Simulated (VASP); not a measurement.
# Na2S (Fm-3m) in VASP: a series of runs, part 2 of 2

VASP 6.6.1. The steps go on from the part before.

## (4) Electric field gradients, PBEsol (23.39 Å³/atom)

This run uses another cell than the first one, of 23.39 Å³/atom.

INCAR reads:

```
SYSTEM = Na2S
PREC     = Accurate       ! precision mode
ENCUT    = 400            ! plane-wave cutoff, eV
EDIFF    = 1E-8           ! SCF threshold, eV
ISMEAR   = -1             ! smearing method
SIGMA    = 0.02           ! smearing width, eV
LREAL    = .False.        ! projectors in reciprocal space
LASPH    = .True.         ! aspherical terms in the spheres
NELM     = 120            ! most SCF steps
ALGO     = Normal         ! electronic algorithm
ISIF     = 2              ! what is computed and relaxed
LWAVE    = .False.        ! write WAVECAR
LCHARG   = .False.        ! write CHGCAR
GGA      = PS             ! functional
LEFG     = .True.       
NBANDS   = 17             ! bands
GGA_COMPAT= .False.
```

KPOINTS reads:

```
regular mesh
0
Gamma
  8 8 8
  0 0 0
```

POSCAR reads:

```
Na2S
1.0
    0.0000000000      3.2738406112      3.2738406112
    3.2738406112      0.0000000000      3.2738406112
    3.2738406112      3.2738406112      0.0000000000
Na S
2 1
Direct
    0.2500000000      0.2500000000      0.2500000000
    0.7500000000      0.7500000000      0.7500000000
    0.0000000000      0.0000000000      0.0000000000
```

Potentials or basis: VASP PAW PBE potentials, release 64 (Na_pv, S).

Run with:

```console
> cat potpaw_PBE.64/Na_pv/POTCAR potpaw_PBE.64/S/POTCAR > POTCAR
> mpirun -np 1 vasp_std > vasp.out
```

OUTCAR:

```text
SYSTEM = Na2S
   PREC = Accurate
   ENCUT = 400
   EDIFF = 1E-8
   ISMEAR = -1
   LREAL = .False.
   LASPH = .True.
   NELM = 120
   ISIF = 2
   GGA = PS

 ion  position               nearest neighbor table
   1  0.250  0.250  0.250-
   2  0.750  0.750  0.750-
   3  0.000  0.000  0.000-

  LATTYP: Found a face centered cubic cell.
 ALAT       =     6.5476812224

  Lattice vectors:

 A1 = (   0.0000000000,   3.2738406112,   3.2738406112)
 A2 = (   3.2738406112,   0.0000000000,   3.2738406112)
[... 696 lines left out ...]

  energy  without entropy=      -10.3701476522  energy(sigma->0) =      -10.37014765

 Electric field gradients (V/A^2)
---------------------------------------------------------------------
 ion       V_xx      V_yy      V_zz      V_xy      V_xz      V_yz
---------------------------------------------------------------------
   1      -0.000    -0.000     0.000    -0.001    -0.001    -0.001
   2      -0.000    -0.000     0.000    -0.001    -0.001    -0.001
   3       0.000    -0.000     0.000    -0.001    -0.001    -0.001
---------------------------------------------------------------------

 Electric field gradients after diagonalization (V/A^2)
 (convention: |V_zz| > |V_xx| > |V_yy|)
----------------------------------------------------------------------
 ion       V_xx      V_yy      V_zz     asymmetry (V_yy - V_xx)/ V_zz
----------------------------------------------------------------------
   1       0.001     0.001    -0.003       0.000
   2       0.001     0.001    -0.003       0.000
   3       0.001     0.001    -0.002       0.000
----------------------------------------------------------------------

           NMR quadrupolar parameters

 Cq : quadrupolar parameter    Cq=e*Q*V_zz/h
 eta: asymmetry parameters     (V_yy - V_xx)/ V_zz
 Q  : nuclear electric quadrupole moment in mb (millibarn)
----------------------------------------------------------------------
 ion       Cq(MHz)       eta       Q (mb)
----------------------------------------------------------------------
   1      -0.000       0.000       1.000
   2      -0.000       0.000       1.000
   3      -0.000       0.000       1.000
----------------------------------------------------------------------
```

It took 46 s on 1 thread of Intel Xeon 8259CL, shared host; peak memory 0.17 GiB.

Results:

```
Free energy                             : -10.3701 eV
Pressure                                : -0.8 GPa
Band gap on the k mesh                  : 2.35 eV
Largest electric field gradient by atom : zero within the noise of the run
```

Caveat: the PAW data sets were made with another functional, which shifts forces and pressure a little.

## (5) Electric field gradients, PBEsol (23.39 Å³/atom)

This run uses another cell than the first one, of 23.39 Å³/atom.

INCAR reads:

```
PREC = Accurate ; ENCUT = 400
EDIFF = 1E-8 ; ISMEAR = -1
SIGMA = 0.02 ; LREAL = False
LASPH = True ; NELM = 120
ALGO = Normal ; ISIF = 2
LWAVE = False ; LCHARG = False
GGA = PS ; LEFG = True
NBANDS = 17 ; GGA_COMPAT = False
```

KPOINTS reads:

```
regular mesh
0
Gamma
  8 8 8
```

POSCAR is that of step 4.

Potentials or basis: VASP PAW PBE potentials, release 64 (Na_pv, S).

Run with:

```console
> cat potpaw_PBE.64/Na_pv/POTCAR potpaw_PBE.64/S/POTCAR > POTCAR
> mpirun -np 1 vasp_std > vasp.out
```

OUTCAR:

```text
PREC = Accurate
   ENCUT = 400
   EDIFF = 1E-8
   ISMEAR = -1
   LREAL = False
   LASPH = True
   NELM = 120
   ISIF = 2
   GGA = PS

 ion  position               nearest neighbor table
   1  0.250  0.250  0.250-
   2  0.750  0.750  0.750-
   3  0.000  0.000  0.000-

  LATTYP: Found a face centered cubic cell.
 ALAT       =     6.5476812224

  Lattice vectors:

 A1 = (   0.0000000000,   3.2738406112,   3.2738406112)
 A2 = (   3.2738406112,   0.0000000000,   3.2738406112)
 A3 = (   3.2738406112,   3.2738406112,   0.0000000000)

Analysis of symmetry for initial positions (statically):
=====================================================================
 Subroutine PRICEL returns:
 Original cell was already a primitive cell.

 Routine SETGRP: Setting up the symmetry group for a
 face centered cubic supercell.

 Subroutine GETGRP returns: Found 48 space group operations
 (whereof 48 operations were pure point group operations)
 out of a pool of 48 trial point group operations.

The static configuration has the point symmetry O_h .

Analysis of symmetry for dynamics (positions and initial velocities):
=====================================================================
 Subroutine PRICEL returns:
 Original cell was already a primitive cell.

 Routine SETGRP: Setting up the symmetry group for a
 face centered cubic supercell.

 Subroutine GETGRP returns: Found 48 space group operations
 (whereof 48 operations were pure point group operations)
 out of a pool of 48 trial point group operations.

The dynamic configuration has the point symmetry O_h .

[... 154 lines left out ...]
 k-point     1 :       0.0000    0.0000    0.0000
  band No.  band energies     occupation
      1     -21.9713      2.00000
      2     -21.9713      2.00000
      3     -21.9713      2.00000
      4     -21.9167      2.00000
      5     -21.9167      2.00000
      6     -21.9166      2.00000
[... 457 lines left out ...]
      4     -21.9464      2.00000
      5     -21.9183      2.00000
      6     -21.9173      2.00000
[... 9 lines left out ...]
     16      10.6418      0.00000
     17      11.9725      0.00000

 [... further k-points ...]
[... 5 lines left out ...]
  --------------------------------------------------------------------------------------
  -------------------------------------------------------------------------------------
  Total       -0.3304972     -0.3304972     -0.3304972     -0.0000000     -0.0000000      0.0000000
  in kB       -7.5452880     -7.5452880     -7.5452880     -0.0000000     -0.0000000      0.0000000
  external PRESSURE =      -7.5452880 kB  Pullay stress =       0.0000000 kB

 VOLUME and BASIS-vectors are now :
 -----------------------------------------------------------------------------
  energy-cutoff  :      400.00
  volume of cell :       70.18
      direct lattice vectors                 reciprocal lattice vectors
     0.000000000  3.273840611  3.273840611    -0.152725822  0.152725822  0.152725822
     3.273840611  0.000000000  3.273840611     0.152725822 -0.152725822  0.152725822
     3.273840611  3.273840611  0.000000000     0.152725822  0.152725822 -0.152725822

 POSITION                                       TOTAL-FORCE (eV/Angst)
 -----------------------------------------------------------------------------------
      1.63692      1.63692      1.63692         0.000000      0.000000      0.000000
      4.91076      4.91076      4.91076        -0.000000     -0.000000     -0.000000
      0.00000      0.00000      0.00000         0.000000      0.000000      0.000000
 -----------------------------------------------------------------------------------
    total drift:                                0.000000     -0.000000      0.000000

  FREE ENERGIE OF THE ION-ELECTRON SYSTEM (eV)
  ---------------------------------------------------
  free  energy   TOTEN  =       -10.3701476522 eV

  energy  without entropy=      -10.3701476522  energy(sigma->0) =      -10.37014765

 Electric field gradients (V/A^2)
---------------------------------------------------------------------
 ion       V_xx      V_yy      V_zz      V_xy      V_xz      V_yz
---------------------------------------------------------------------
   1      -0.000    -0.000     0.000    -0.001    -0.001    -0.001
   2      -0.000    -0.000     0.000    -0.001    -0.001    -0.001
   3       0.000    -0.000     0.000    -0.001    -0.001    -0.001
---------------------------------------------------------------------

 Electric field gradients after diagonalization (V/A^2)
 (convention: |V_zz| > |V_xx| > |V_yy|)
----------------------------------------------------------------------
 ion       V_xx      V_yy      V_zz     asymmetry (V_yy - V_xx)/ V_zz
----------------------------------------------------------------------
   1       0.001     0.001    -0.003       0.000
   2       0.001     0.001    -0.003       0.000
   3       0.001     0.001    -0.002       0.000
----------------------------------------------------------------------

           NMR quadrupolar parameters

 Cq : quadrupolar parameter    Cq=e*Q*V_zz/h
 eta: asymmetry parameters     (V_yy - V_xx)/ V_zz
 Q  : nuclear electric quadrupole moment in mb (millibarn)
----------------------------------------------------------------------
 ion       Cq(MHz)       eta       Q (mb)
----------------------------------------------------------------------
   1      -0.000       0.000       1.000
   2      -0.000       0.000       1.000
   3      -0.000       0.000       1.000
----------------------------------------------------------------------
```

stdout:

```text
POSCAR found type information on POSCAR NaS
 POSCAR found :  2 types and       3 ions
 scaLAPACK will be used
 -----------------------------------------------------------------------------
|                                                                             |
|                                                                             |
|     You enforced a specific xc type in the INCAR file but a different       |
|     I HOPE YOU KNOW WHAT YOU ARE DOING!                                     |
|                                                                             |
 -----------------------------------------------------------------------------

 LDA part: xc-table for (Slater+PW92), standard interpolation
 POSCAR, INCAR and KPOINTS ok, starting setup
 FFT: planning ... GRIDC
 FFT: planning ... GRID_SOFT
 FFT: planning ... GRID
 WAVECAR not read
 entering main loop
ion   1

ion   2

ion   3
```

It took 44 s on 1 thread of Intel Xeon 8259CL, shared host; peak memory 0.17 GiB.

What came out:

* Free energy: -10.3701 eV
* Pressure: -0.8 GPa
* Band gap on the k mesh: 2.35 eV
* Largest electric field gradient by atom: zero within the noise of the run

Caveat: the PAW data sets were made with another functional, which shifts forces and pressure a little. A k mesh can miss the band edges.
